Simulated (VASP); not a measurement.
# AlRu in VASP: single point with PBE

Aim: the single point of AlRu with PBE.

All numbers are computed with VASP 6.6.1; they aren't measurements. Logs are shortened: lines on timing, memory, paths and dates and some standing lists are left out, and cuts for length are marked.

**1. The cell of the first run**

The cell holds a slab with vacuum, 8 atoms: a = 3.004 Å, b = 4.249 Å, c = 22.373 Å, α = 90.00°, β = 90.00°, γ = 90.00°.

**2. Single point, PBE**

Input file POSCAR:

```
AlRu
1.0
    3.0043569640      0.0000000000      0.0000000000
    0.0000000000      4.2488023647      0.0000000000
    0.0000000000      0.0000000000     22.3732000000
Ru Al
4 4
Direct
    0.7500000000      0.0000000000      0.3575705856
    0.7500000000      0.5000000000      0.4525235282
    0.7500000000      0.0000000000      0.5474764713
    0.7500000000      0.5000000000      0.6424294144
    0.2500000000      0.5000000000      0.3575705856
    0.2500000000      0.0000000000      0.4525235282
    0.2500000000      0.5000000000      0.5474764713
    0.2500000000      0.0000000000      0.6424294144
```

Input file INCAR.step1:

```
PREC = Accurate
ENCUT = 520
EDIFF = 1E-7
ISMEAR = -1
SIGMA = 0.1
LREAL = False
LASPH = True
NELM = 80
ALGO = Normal
ISIF = 2
LWAVE = False
LCHARG = True
LMAXMIX = 4
LDIPOL = True
IDIPOL = 3
DIPOL = 0.5 0.5 0.500
GGA = PE
NBANDS = 44
```

Input file KPOINTS.step1:

```
regular mesh
0
Gamma
  12 9 1
```

Input file INCAR.step2:

```
PREC = Accurate
ENCUT = 520
EDIFF = 1E-7
ISMEAR = -5
SIGMA = 0.1
LREAL = False
LASPH = True
NELM = 80
ALGO = Normal
ISIF = 2
LWAVE = False
LCHARG = False
LMAXMIX = 4
LDIPOL = True
IDIPOL = 3
DIPOL = 0.5 0.5 0.500
GGA = PE
LORBIT = 10
NEDOS = 1001
ICHARG = 11
```

Input file KPOINTS.step2:

```
regular mesh
0
Gamma
  18 14 1
```

Potentials or basis: VASP PAW PBE potentials, release 64 (Ru_pv, Al).

On the command line:

```sh
> cat potpaw_PBE.64/Ru_pv/POTCAR potpaw_PBE.64/Al/POTCAR > POTCAR
> cp INCAR.step1 INCAR
> cp KPOINTS.step1 KPOINTS
> mpirun -np 1 vasp_std > vasp.out
> cp INCAR.step2 INCAR
> cp KPOINTS.step2 KPOINTS
> mpirun -np 1 vasp_std > vasp.out
```

OUTCAR:

```text
PREC = Accurate
   ENCUT = 520
   EDIFF = 1E-7
   ISMEAR = -5
   LREAL = False
   LASPH = True
   NELM = 80
   ISIF = 2
   GGA = PE
   LORBIT = 10
   ICHARG = 11

 ion  position               nearest neighbor table
   1  0.750  0.000  0.358-   6 2.60   6 2.60   5 2.60   5 2.60   5 2.60   5 2.60   2 3.00   2 3.00

   2  0.750  0.500  0.453-   5 2.60   5 2.60   6 2.60   6 2.60   6 2.60   6 2.60   7 2.60   7 2.60
                             1 3.00   1 3.00   3 3.00   3 3.00
   3  0.750  0.000  0.547-   7 2.60   7 2.60   7 2.60   7 2.60   8 2.60   8 2.60   6 2.60   6 2.60
                             4 3.00   4 3.00   2 3.00   2 3.00
   4  0.750  0.500  0.642-   8 2.60   8 2.60   8 2.60   8 2.60   7 2.60   7 2.60   3 3.00   3 3.00

   5  0.250  0.500  0.358-   2 2.60   2 2.60   1 2.60   1 2.60   1 2.60   1 2.60   6 3.00   6 3.00

   6  0.250  0.000  0.453-   1 2.60   1 2.60   2 2.60   2 2.60   2 2.60   2 2.60   3 2.60   3 2.60
                             5 3.00   5 3.00   7 3.00   7 3.00
   7  0.250  0.500  0.547-   3 2.60   3 2.60   3 2.60   3 2.60   4 2.60   4 2.60   2 2.60   2 2.60
                             8 3.00   8 3.00   6 3.00   6 3.00
   8  0.250  0.000  0.642-   4 2.60   4 2.60   4 2.60   4 2.60   3 2.60   3 2.60   7 3.00   7 3.00

  LATTYP: Found a simple orthorhombic cell.
 ALAT       =     3.0043569640
 B/A-ratio  =     1.4142135624
 C/A-ratio  =     7.4469180154

  Lattice vectors:

 A1 = (   3.0043569640,   0.0000000000,   0.0000000000)
 A2 = (   0.0000000000,   4.2488023647,   0.0000000000)
 A3 = (   0.0000000000,   0.0000000000,  22.3732000000)

Analysis of symmetry for initial positions (statically):
=====================================================================
 Subroutine PRICEL returns:
 Original cell was already a primitive cell.

 Routine SETGRP: Setting up the symmetry group for a
 simple orthorhombic supercell.

 Subroutine GETGRP returns: Found  8 space group operations
 (whereof  2 operations were pure point group operations)
 out of a pool of  8 trial point group operations.

The static configuration has the point symmetry C_1h.
 The point group associated with its full space group is D_2h.

Analysis of symmetry for dynamics (positions and initial velocities):
=====================================================================
 Subroutine PRICEL returns:
 Original cell was already a primitive cell.

 Routine SETGRP: Setting up the symmetry group for a
 simple orthorhombic supercell.

 Subroutine GETGRP returns: Found  8 space group operations
 (whereof  2 operations were pure point group operations)
 out of a pool of  8 trial point group operations.
[... 141 lines left out ...]
   GGA     = PE    functional components
   LHFCALC =     F    Hartree Fock is set to
   AEXX    =    0.0000 exact exchange contribution
   IVDW    =     0    specifies the selected vdW correction
   LEPSILON=     F    determine dielectric tensor
   LRPA    =     F    only Hartree local field effects (RPA)
 non-spin polarized calculation
 Fermi weights with tetrahedron method with Bloechl corrections
  energy-cutoff  :      520.00
  volume of cell :      285.59
 maximum number of plane-waves:      7739
 NGX is ok and might be reduce to    24

 number of electron      68.0000000 magnetization

 dipolmoment           0.000000      0.000000     -0.000000 electrons x Angstroem

 Free energy of the ion-electron system (eV)
  ---------------------------------------------------
  ext. energy  EPLUGINS =         0.00000000
  ---------------------------------------------------
  free energy    TOTEN  =       -53.50326571 eV

  energy without entropy =      -53.50326571  energy(sigma->0) =      -53.50326571

 E-fermi :   1.1912     XC(G=0):  -5.6526

 val. band max:        1.1866421412   @ k =   0.4444   0.1429   0.0000
 cond. band min:       1.1633760883   @ k =   0.3889   0.4286   0.0000
 fundamental gap:     -0.0232660530
 Fermi energy:         1.1912068834

 k-point     1 :       0.0000    0.0000    0.0000
  band No.  band energies     occupation
      1     -40.8046      2.00000
      2     -40.7979      2.00000
      3     -40.7213      2.00000
      4     -40.7183      2.00000
      5     -40.6401      2.00000
      6     -40.6231      2.00000
[... 1021 lines left out ...]
     39       3.8116      0.00000
     40       4.7944      0.00000

 [... further k-points ...]

------------------------ aborting loop because EDIFF is reached ----------------------------------------

 vacuum level on the upper side and lower side of the slab       (xc-potential included)        -0.069        -0.069

  FORCE on cell =-STRESS in cart. coord.  units (eV):
  Direction    XX          YY          ZZ          XY          YZ          ZX
  --------------------------------------------------------------------------------------
  -------------------------------------------------------------------------------------
  Total       -4.3811966     -5.9449935     -0.6244982     -0.0000000      0.0000000      0.0000000
  in kB      -24.5786011    -33.3515331     -3.5034472     -0.0000000      0.0000000      0.0000000
  external PRESSURE =     -20.4778605 kB  Pullay stress =       0.0000000 kB

 VOLUME and BASIS-vectors are now :
 -----------------------------------------------------------------------------
  energy-cutoff  :      520.00
  volume of cell :      285.59
      direct lattice vectors                 reciprocal lattice vectors
     3.004356964  0.000000000  0.000000000     0.332849928  0.000000000  0.000000000
     0.000000000  4.248802365  0.000000000     0.000000000  0.235360441  0.000000000
     0.000000000  0.000000000 22.373200000     0.000000000  0.000000000  0.044696333

 POSITION                                       TOTAL-FORCE (eV/Angst)
 -----------------------------------------------------------------------------------
      2.25327      0.00000      8.00000        -0.000000      0.000000      0.086583
      2.25327      2.12440     10.12440        -0.000000      0.000000      0.169905
      2.25327      0.00000     12.24880        -0.000000     -0.000000     -0.169905
      2.25327      2.12440     14.37320         0.000000     -0.000000     -0.086583
      0.75109      2.12440      8.00000        -0.000000      0.000000      0.057678
      0.75109      0.00000     10.12440        -0.000000      0.000000      0.018175
      0.75109      2.12440     12.24880        -0.000000      0.000000     -0.018175
      0.75109      0.00000     14.37320        -0.000000     -0.000000     -0.057678
 -----------------------------------------------------------------------------------
    total drift:                                0.000000      0.000000     -0.000016

  FREE ENERGIE OF THE ION-ELECTRON SYSTEM (eV)
  ---------------------------------------------------
  free  energy   TOTEN  =       -53.5032657093 eV

  energy  without entropy=      -53.5032657093  energy(sigma->0) =      -53.50326571

 vacuum level on the upper side and lower side of the slab         5.833         5.833

 total charge

# of ion       s       p       d       tot
------------------------------------------
    1        0.310   6.161   6.170  12.641
    2        0.330   6.238   6.186  12.754
    3        0.330   6.238   6.186  12.754
    4        0.310   6.161   6.170  12.641
    5        0.425   0.364   0.000   0.790
    6        0.388   0.409   0.000   0.796
    7        0.388   0.409   0.000   0.796
    8        0.425   0.364   0.000   0.790
--------------------------------------------------
tot          2.907  26.344  24.711  53.962
```

OUTCAR.step1:

```text
PREC = Accurate
   ENCUT = 520
   EDIFF = 1E-7
   ISMEAR = -1
   LREAL = False
   LASPH = True
   NELM = 80
   ISIF = 2
   GGA = PE

[... 1384 lines left out ...]
      0.75109      2.12440     12.24880         0.000000     -0.000000     -0.018545
      0.75109      0.00000     14.37320         0.000000     -0.000000     -0.015775
 -----------------------------------------------------------------------------------
    total drift:                                0.000000      0.000000      0.000026

  FREE ENERGIE OF THE ION-ELECTRON SYSTEM (eV)
  ---------------------------------------------------
  free  energy   TOTEN  =       -53.6244075712 eV

  energy  without entropy=      -53.3945807018  energy(sigma->0) =      -53.50949414

 vacuum level on the upper side and lower side of the slab         5.832         5.832
```

Wall time 32 min (1 thread of Oxide Virtual Turin-like, shared host); peak memory 0.77 GiB.

Results:

* Valence electrons inside the program's atomic spheres: Ru 12.64, 12.75 (each value once); Al 0.79, 0.80 (each value once)

Caveat: tetrahedron occupations give inexact forces and stress in metals.
